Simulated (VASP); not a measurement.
Here is a VASP 6.6.1 calculation.

Contents of INCAR:

```
SYSTEM = GaSb
  PREC = Accurate
  ENCUT = 500
  EDIFF = 1E-6
  ISMEAR = 0
  SIGMA = 0.2
  LREAL = .False.
  LASPH = .True.
  NELM = 120
  ALGO = Normal
  ISIF = 2
  LWAVE = .False.
  LCHARG = .False.
  GGA = PE
  NBANDS = 16
  GGA_COMPAT = .False.
```

The input KPOINTS:

```
regular mesh
0
Gamma
  5 5 6
  0 0 0
```

The input POSCAR:

```
GaSb
1.0
    4.1310141719      0.0000000000      0.0000000000
    0.0000000000      4.1310141719      0.0000000000
    0.0000000000      0.0000000000      2.9453328236
Ga Sb
1 1
Direct
    0.5000000000      0.5000000000      0.5000000000
    0.0000000000      0.0000000000      0.5000000000
```

Potentials or basis: VASP PAW PBE potentials, release 64 (Ga_d, Sb).

Command:

```bash
$ cat potpaw_PBE.64/Ga_d/POTCAR potpaw_PBE.64/Sb/POTCAR > POTCAR
$ mpirun -np 1 vasp_std > vasp.out
```

Estimate the pressure.

0.0 GPa.

What does it give for the band gap on the k mesh?

Zero (band 9 reaches 7.04 eV, above the bottom of band 10 at 4.82 eV).

Caveat: spin-orbit coupling is left out, which moves the levels of the heavy elements.
